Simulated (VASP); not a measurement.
# Mg (a cell with a defect) in VASP: relaxation of the atoms with LDA

Aim: the relaxation of the atoms of Mg (a cell with a defect) with LDA.

Program: VASP 6.6.1. These are calculated values, not measurements. Logs are shortened: lines on timing, memory, paths and dates and some standing lists are left out, and cuts for length are marked.

## 1. The cell of the first run

The cell holds a defect, 35 atoms: a = 9.434 Å, b = 9.434 Å, c = 10.086 Å, α = 90.00°, β = 90.00°, γ = 120.00°.

## 2. Relaxation of the atoms, LDA (atoms taken out)

INCAR reads:

```
PREC = Accurate
ENCUT = 520
EDIFF = 1E-7
ISMEAR = 0
SIGMA = 0.1
LREAL = Auto
LASPH = True
NELM = 120
ALGO = Normal
ISIF = 2
LWAVE = False
LCHARG = False
IBRION = 2
NSW = 65
EDIFFG = -0.025
GGA_COMPAT = False
NELMIN = 4
KPAR = 4
```

KPOINTS reads:

```
Automatic mesh
0
Gamma
  3 3 3
```

POSCAR reads:

```
Mg
1.0
    4.7171472987     -8.1703388052      0.0000000000
   -9.4342946122      0.0000000086      0.0000000000
    0.0000000000      0.0000000000    -10.0855826500
Mg
35
Direct
    0.4444444444      0.5555555556      0.8750000000
    0.1111111111      0.5555555556      0.3750000000
    0.1111111111      0.5555555556      0.8750000000
    0.7777777778      0.5555555556      0.3750000000
    0.7777777778      0.5555555556      0.8750000000
    0.4444444444      0.2222222222      0.3750000000
    0.4444444444      0.2222222222      0.8750000000
    0.1111111111      0.2222222222      0.3750000000
    0.1111111111      0.2222222222      0.8750000000
    0.7777777778      0.2222222222      0.3750000000
    0.7777777778      0.2222222222      0.8750000000
    0.4444444444      0.8888888889      0.3750000000
    0.4444444444      0.8888888889      0.8750000000
    0.1111111111      0.8888888889      0.3750000000
    0.1111111111      0.8888888889      0.8750000000
    0.7777777778      0.8888888889      0.3750000000
    0.7777777778      0.8888888889      0.8750000000
    0.5555555556      0.4444444444      0.1250000000
    0.5555555556      0.4444444444      0.6250000000
    0.2222222222      0.4444444444      0.1250000000
    0.2222222222      0.4444444444      0.6250000000
    0.8888888889      0.4444444444      0.1250000000
    0.8888888889      0.4444444444      0.6250000000
    0.5555555556      0.1111111111      0.1250000000
    0.5555555556      0.1111111111      0.6250000000
    0.2222222222      0.1111111111      0.1250000000
    0.2222222222      0.1111111111      0.6250000000
    0.8888888889      0.1111111111      0.1250000000
    0.8888888889      0.1111111111      0.6250000000
    0.5555555556      0.7777777778      0.1250000000
    0.5555555556      0.7777777778      0.6250000000
    0.2222222222      0.7777777778      0.1250000000
    0.2222222222      0.7777777778      0.6250000000
    0.8888888889      0.7777777778      0.1250000000
    0.8888888889      0.7777777778      0.6250000000
```

Potentials or basis: VASP PAW LDA potentials, release 64 (Mg).

The run is started by

```
cat potpaw_LDA.64/Mg/POTCAR > POTCAR
mpirun -np 4 vasp_std > vasp.out
```

OUTCAR:

```text
PREC = Accurate
   ENCUT = 520
   EDIFF = 1E-7
   ISMEAR = 0
   LREAL = Auto
   LASPH = True
   NELM = 120
   ISIF = 2
   IBRION = 2
   NSW = 65
   EDIFFG = -0.025
   NELMIN = 4

 ion  position               nearest neighbor table
   1  0.444  0.556  0.875-  20 3.11  21 3.11  30 3.11  31 3.11  18 3.11  19 3.11   3 3.14  13 3.14
                            17 3.14   9 3.14   5 3.14   7 3.14
   2  0.111  0.556  0.375-  22 3.11  23 3.11  32 3.11  33 3.11  20 3.11  21 3.11  12 3.14   4 3.14
                            14 3.14  10 3.14   8 3.14
   3  0.111  0.556  0.875-  22 3.11  23 3.11  32 3.11  33 3.11  20 3.11  21 3.11  13 3.14   1 3.14
                             5 3.14  15 3.14  11 3.14   9 3.14
   4  0.778  0.556  0.375-  18 3.11  19 3.11  34 3.11  35 3.11  22 3.11  23 3.11  14 3.14   2 3.14
                            16 3.14   6 3.14  10 3.14
   5  0.778  0.556  0.875-  18 3.11  19 3.11  34 3.11  35 3.11  22 3.11  23 3.11  15 3.14   3 3.14
                            17 3.14   7 3.14   1 3.14  11 3.14
   6  0.444  0.222  0.375-  26 3.11  27 3.11  18 3.11  19 3.11  24 3.11  25 3.11  14 3.14   8 3.14
                            12 3.14   4 3.14  10 3.14
   7  0.444  0.222  0.875-  26 3.11  27 3.11  18 3.11  19 3.11  24 3.11  25 3.11  15 3.14   9 3.14
                            13 3.14   5 3.14  11 3.14   1 3.14
   8  0.111  0.222  0.375-  28 3.11  29 3.11  20 3.11  21 3.11  26 3.11  27 3.11  16 3.14   6 3.14
                            10 3.14  14 3.14   2 3.14
   9  0.111  0.222  0.875-  28 3.11  29 3.11  20 3.11  21 3.11  26 3.11  27 3.11  17 3.14   7 3.14
[... 39 lines left out ...]
  29  0.889  0.111  0.625-   8 3.11   9 3.11  16 3.11  17 3.11  10 3.11  11 3.11  31 3.14  21 3.14
                            25 3.14  27 3.14  23 3.14  35 3.14
  30  0.556  0.778  0.125-  16 3.11  17 3.11   1 3.11  12 3.11  13 3.11  28 3.14  34 3.14  24 3.14
                            20 3.14  32 3.14  18 3.14
  31  0.556  0.778  0.625-  16 3.11  17 3.11   1 3.11  12 3.11  13 3.11  29 3.14  35 3.14  25 3.14
                            21 3.14  33 3.14  19 3.14
  32  0.222  0.778  0.125-  12 3.11  13 3.11   2 3.11   3 3.11  14 3.11  15 3.11  34 3.14  26 3.14
                            24 3.14  22 3.14  30 3.14  20 3.14
  33  0.222  0.778  0.625-  12 3.11  13 3.11   2 3.11   3 3.11  14 3.11  15 3.11  35 3.14  27 3.14
                            25 3.14  23 3.14  31 3.14  21 3.14
  34  0.889  0.778  0.125-  14 3.11  15 3.11   4 3.11   5 3.11  16 3.11  17 3.11  26 3.14  30 3.14
                            32 3.14  28 3.14  18 3.14  22 3.14
  35  0.889  0.778  0.625-  14 3.11  15 3.11   4 3.11   5 3.11  16 3.11  17 3.11  27 3.14  31 3.14
                            33 3.14  29 3.14  19 3.14  23 3.14

  LATTYP: Found a hexagonal cell.
 ALAT       =     9.4342946122
 C/A-ratio  =     1.0690341000

  Lattice vectors:

 A1 = (   4.7171472987,  -8.1703388052,   0.0000000000)
 A2 = (  -9.4342946122,   0.0000000086,   0.0000000000)
 A3 = (   0.0000000000,   0.0000000000, -10.0855826500)

Analysis of symmetry for initial positions (statically):
=====================================================================
 Subroutine PRICEL returns:
 Original cell was already a primitive cell.
[... 191 lines left out ...]
     AMIX_MAG =   1.60;   BMIX_MAG =  1.00
  volume/ion in A,a.u.               =      22.21       149.89
  Fermi-wavevector in a.u.,A,eV,Ry     =   0.733766  1.386616  7.325539  0.538412
  Thomas-Fermi vector in A             =   1.826554
   LORBIT       =      0    0 simple, 1 ext, 2 COOP (PROOUT), +10 PAW based schemes
   GGA     = CA    functional components
   LHFCALC =     F    Hartree Fock is set to
   AEXX    =    0.0000 exact exchange contribution
   IVDW    =     0    specifies the selected vdW correction
   LEPSILON=     F    determine dielectric tensor
   LRPA    =     F    only Hartree local field effects (RPA)
 conjugate gradient relaxation of ions
 non-spin polarized calculation
 Gauss-broadening in eV      SIGMA  =   0.10
  energy-cutoff  :      520.00
  volume of cell :      777.41
 maximum number of plane-waves:     20947
 NGX is ok and might be reduce to    70
   NGX = 35   NGY = 35   NGZ = 37

--------------------------------------- Ionic step        1  -------------------------------------------

 number of electron      70.0000000 magnetization

 Free energy of the ion-electron system (eV)
  ---------------------------------------------------
  ext. energy  EPLUGINS =         0.00000000
  ---------------------------------------------------
  free energy    TOTEN  =       -62.20614576 eV

  energy without entropy =      -62.09204333  energy(sigma->0) =      -62.14909454

------------------------ aborting loop because EDIFF is reached ----------------------------------------

  FORCE on cell =-STRESS in cart. coord.  units (eV):
  Direction    XX          YY          ZZ          XY          YZ          ZX
  --------------------------------------------------------------------------------------
  -------------------------------------------------------------------------------------
  Total       -1.9534625     -1.9534625     -2.5185892      0.0000000     -0.0000000     -0.0000000
  in kB       -4.0259202     -4.0259202     -5.1905984      0.0000000     -0.0000000     -0.0000000
  external PRESSURE =      -4.4141463 kB  Pullay stress =       0.0000000 kB
[... 263 lines left out ...]
--------------------------------------- Ionic step        5  -------------------------------------------

 number of electron      70.0000000 magnetization

 Free energy of the ion-electron system (eV)
  ---------------------------------------------------
  ext. energy  EPLUGINS =         0.00000000
  ---------------------------------------------------
  free energy    TOTEN  =       -62.21574992 eV

  energy without entropy =      -62.10182232  energy(sigma->0) =      -62.15878612

 E-fermi :   2.5382     XC(G=0):  -8.7667

 val. band max:        2.5281177941   @ k =   0.3333  -0.0000   0.3333
 cond. band min:       2.5398034326   @ k =   0.3333  -0.0000   0.0000
 fundamental gap:      0.0116856385
 Fermi energy:         2.5382377809

 k-point     1 :       0.0000    0.0000    0.0000
  band No.  band energies     occupation
      1      -4.4713      2.00000
      2      -3.0407      2.00000
      3      -2.9784      2.00000
      4      -2.3195      2.00000
      5      -2.3154      2.00000
      6      -2.3154      2.00000
[... 289 lines left out ...]
     46       4.4385      0.00000
     47       4.4483      0.00000
 [bands above 47 left out]

------------------------ aborting loop because EDIFF is reached ----------------------------------------

  FORCE on cell =-STRESS in cart. coord.  units (eV):
  Direction    XX          YY          ZZ          XY          YZ          ZX
  --------------------------------------------------------------------------------------
  -------------------------------------------------------------------------------------
  Total       -2.0577250     -2.0577250     -2.6509334      0.0000000      0.0000000      0.0000000
  in kB       -4.2407963     -4.2407963     -5.4633485      0.0000000      0.0000000      0.0000000
  external PRESSURE =      -4.6483137 kB  Pullay stress =       0.0000000 kB
[... 50 lines left out ...]
  FREE ENERGIE OF THE ION-ELECTRON SYSTEM (eV)
  ---------------------------------------------------
  free  energy   TOTEN  =       -62.2157499199 eV

  energy  without entropy=      -62.1018223170  energy(sigma->0) =      -62.15878612

 reached required accuracy - stopping structural energy minimisation
```

OSZICAR:

```text
N       E                     dE             d eps       ncg     rms          rms(c)
DAV:   1     0.669611350323E+02    0.66961E+02   -0.20694E+04   636   0.972E+02
DAV:   2    -0.551510553619E+02   -0.12211E+03   -0.11474E+03   738   0.103E+02
DAV:   3    -0.625152866504E+02   -0.73642E+01   -0.69995E+01   816   0.195E+01
[... 37 lines left out ...]
DAV:   2    -0.622158236492E+02   -0.68009E-04   -0.11768E-02   760   0.356E-01    0.378E-02
DAV:   3    -0.622157498946E+02    0.73755E-04   -0.50987E-04   769   0.688E-02    0.159E-02
DAV:   4    -0.622157495034E+02    0.39123E-06   -0.55135E-05   768   0.226E-02    0.764E-03
DAV:   5    -0.622157498313E+02   -0.32793E-06   -0.32172E-06   758   0.522E-03    0.253E-03
DAV:   6    -0.622157499199E+02   -0.88569E-07   -0.34070E-07   744   0.171E-03
   5 F= -.62215750E+02 E0= -.62158786E+02  d E =-.960416E-02
```

Run time: 11 min. Hardware: 4 MPI ranks of AMD EPYC 7R13 (Zen 3), shared host; peak memory 0.66 GiB.

Results:

```
Free energy                  : -62.2157 eV
Energy gained by relaxing    : 0.3 meV/atom
Ionic steps                  : 5
Pressure after relaxing      : -0.5 GPa
Largest force after relaxing : 0.018 eV/Å
Band gap on the k mesh       : zero (bands 35 and 36 overlap by 0.66 eV)
```

Forces in eV/Å, atoms in the order of the input:
```
Mg   0.000  0.000  0.000
Mg   0.002  0.003  0.000
Mg   0.015 -0.010  0.000
Mg   0.004  0.000  0.000
Mg  -0.001  0.018  0.000
Mg   0.002 -0.003  0.000
Mg  -0.016 -0.008  0.000
Mg  -0.002  0.003  0.000
Mg  -0.015 -0.010  0.000
Mg   0.000  0.000  0.000
Mg   0.000  0.000  0.000
Mg  -0.002 -0.003  0.000
Mg   0.016 -0.008  0.000
Mg   0.000  0.000  0.000
Mg   0.000  0.000  0.000
Mg  -0.004  0.000  0.000
Mg   0.001  0.018  0.000
Mg  -0.007  0.004 -0.006
Mg  -0.007  0.004  0.006
Mg   0.000 -0.008 -0.006
Mg   0.000 -0.008  0.006
Mg  -0.001 -0.001 -0.008
Mg  -0.001 -0.001  0.008
Mg   0.000  0.002 -0.008
Mg   0.000  0.002  0.008
Mg   0.001  0.001  0.003
Mg   0.001  0.001 -0.003
Mg   0.001 -0.001 -0.008
Mg   0.001 -0.001  0.008
Mg   0.007  0.004 -0.006
Mg   0.007  0.004  0.006
Mg  -0.001  0.001  0.003
Mg  -0.001  0.001 -0.003
Mg   0.000 -0.002  0.003
Mg   0.000 -0.002 -0.003
```

Step by step:
| step | energy change (eV) | largest force (eV/Å) | pressure (GPa) |
| --- | --- | --- | --- |
| 1 | 0.0000 | 0.0826 | -0.44 |
| 2 | -0.0032 | 0.0696 | -0.45 |
| 3 | -0.0089 | 0.0296 | -0.46 |
| 4 | -0.0032 | 0.0532 | -0.48 |
| 5 | -0.0096 | 0.0184 | -0.46 |

Final structure:
```xyz
35
Lattice="4.7171 -8.1703 0.0000 -9.4343 0.0000 0.0000 0.0000 0.0000 -10.0856" Properties=species:S:1:pos:R:3 pbc="T T T"
Mg   -3.1448   -3.6313   -8.8249
Mg   -4.7128   -0.9196   -3.7821
Mg   -4.7201   -0.9014   -8.8249
Mg   -1.5804   -6.3450   -3.7821
Mg   -1.5683   -6.3605   -8.8249
Mg   -0.0124   -3.6292   -3.7821
Mg    0.0070   -3.6319   -8.8249
Mg   -1.5768   -0.9196   -3.7821
Mg   -1.5694   -0.9014   -8.8249
Mg    1.5724   -6.3547   -3.7821
Mg    1.5724   -6.3547   -8.8249
Mg   -6.2771   -3.6292   -3.7821
Mg   -6.2966   -3.6319   -8.8249
Mg   -7.8619   -0.9078   -3.7821
Mg   -7.8619   -0.9078   -8.8249
Mg   -4.7091   -6.3450   -3.7821
Mg   -4.7212   -6.3605   -8.8249
Mg   -1.5892   -4.5294   -1.2710
Mg   -1.5892   -4.5294   -6.2932
Mg   -3.1448   -1.8350   -1.2710
Mg   -3.1448   -1.8350   -6.2932
Mg   -0.0028   -7.2642   -1.2537
Mg   -0.0028   -7.2642   -6.3105
Mg    1.5724   -4.5358   -1.2537
Mg    1.5724   -4.5358   -6.3105
Mg   -0.0083   -1.8204   -1.2584
Mg   -0.0083   -1.8204   -6.3058
Mg    3.1476   -7.2642   -1.2537
Mg    3.1476   -7.2642   -6.3105
Mg   -4.7004   -4.5294   -1.2710
Mg   -4.7004   -4.5294   -6.2932
Mg   -6.2813   -1.8204   -1.2584
Mg   -6.2813   -1.8204   -6.3058
Mg   -3.1448   -7.2530   -1.2584
Mg   -3.1448   -7.2530   -6.3058
```

Caveat: the cell differs from its parent crystal (atoms taken out).
